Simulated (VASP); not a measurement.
Input of a VASP 6.6.1 run:

File INCAR:

```
PREC = Accurate
ENCUT = 520
EDIFF = 1E-6
ISMEAR = -1
SIGMA = 0.05
LREAL = Auto
LASPH = T
NELM = 100
ALGO = Normal
ISIF = 2
LWAVE = F
LCHARG = F
NBANDS = 73
```

Contents of KPOINTS:

```
regular mesh
0
Gamma
  2 2 2
```

File POSCAR:

```
Al32O
1.0
    8.1000000000      0.0000000000      0.0000000000
    0.0000000000      8.1000000000      0.0000000000
    0.0000000000      0.0000000000      8.1000000000
Al O
32 1
Direct
    0.5044859153      0.0045441583     -0.0046228476
    0.7526729461      0.2527383773     -0.0043329169
    0.7484700721      0.0087498145      0.2470061763
    0.0041798636      0.0085805129     -0.0087632804
    0.2530035906      0.2485435410     -0.0089385069
    0.5085582196      0.5042326802     -0.0088173440
    0.7484932360      0.7530482885     -0.0089379029
    0.2555615394      0.0080493607      0.2442389702
    0.5086726221      0.2485438394      0.2469967065
    0.7491968906      0.5017691112      0.2443470928
    0.5086717241      0.0087739687      0.4957170155
    0.7484929448      0.2485954659      0.4955755569
    0.7527219066      0.0046347564      0.7470239694
    0.0016379098      0.5016907099     -0.0081096424
    0.2555091949      0.7555780397     -0.0082352563
    0.0017038422      0.2492841215      0.2443315017
    0.2640817801      0.4929590167      0.2357418001
    0.5079621529      0.7556659491      0.2442502872
    0.0017226931      0.0079854061      0.4981210070
    0.2554492685      0.2493706664      0.4982540089
    0.5079377947      0.5017936021      0.4981056809
    0.7492717460      0.7554942583      0.4982268422
    0.2529134479      0.0087450402      0.7514506609
    0.5046791835      0.2527957702      0.7470461247
    0.7484400151      0.5042848285      0.7513777005
   -0.0070752300      0.7641057414      0.2357081489
   -0.0069458441      0.4932204374      0.5068074691
    0.2642154227      0.7643213146      0.5066196142
    0.0041844107      0.2485103630      0.7513888702
    0.2555685020      0.5017397502      0.7504242418
    0.5086630579      0.7529526032      0.7514275349
    0.0017154003      0.7556448634      0.7504548303
    0.1286528608      0.6286944031      0.3711784165
```

Potentials or basis: VASP PAW LDA potentials, release 64 (Al, O).

Launch:

```bash
$ cat potpaw_LDA.64/Al/POTCAR potpaw_LDA.64/O/POTCAR > POTCAR
$ mpirun -np 1 vasp_std > vasp.out
```

**Question.** Estimate the band gap on the k mesh.

**Answer.** Zero (bands 51 and 52 overlap by 0.84 eV).

**Question.** Estimate the largest force.

**Answer.** 0.018 eV/Å.

**Question.** Estimate the pressure.

**Answer.** -2.4 GPa.

Forces in eV/Å, atoms in the order of the input:
```
Al  -0.001 -0.001  0.000
Al   0.001  0.001 -0.006
Al   0.008 -0.010 -0.003
Al  -0.001 -0.002  0.006
Al   0.000  0.008  0.010
Al  -0.004  0.000  0.008
Al   0.007  0.001  0.010
Al   0.000 -0.002 -0.001
Al  -0.009  0.008 -0.003
Al   0.003  0.000 -0.002
Al  -0.007 -0.008  0.000
Al   0.010  0.008  0.004
Al   0.001 -0.005  0.003
Al   0.000  0.000  0.000
Al   0.000 -0.001  0.007
Al   0.000  0.003 -0.001
Al   0.010 -0.008 -0.012
Al  -0.001 -0.001 -0.002
Al  -0.001  0.000  0.001
Al   0.002 -0.001  0.000
Al   0.000  0.000  0.002
Al   0.000  0.003  0.000
Al   0.004 -0.007 -0.012
Al  -0.007  0.001  0.002
Al   0.008 -0.005 -0.005
Al  -0.009  0.011 -0.011
Al  -0.008 -0.011  0.009
Al   0.009  0.009  0.013
Al  -0.005  0.007 -0.006
Al  -0.002  0.000  0.000
Al  -0.007  0.004 -0.012
Al  -0.001 -0.002 -0.001
O   -0.001 -0.001  0.001
```

Caveat: the k points lie up to 0.39 Å⁻¹ apart, too coarse for converged energies and pressures of a metal.
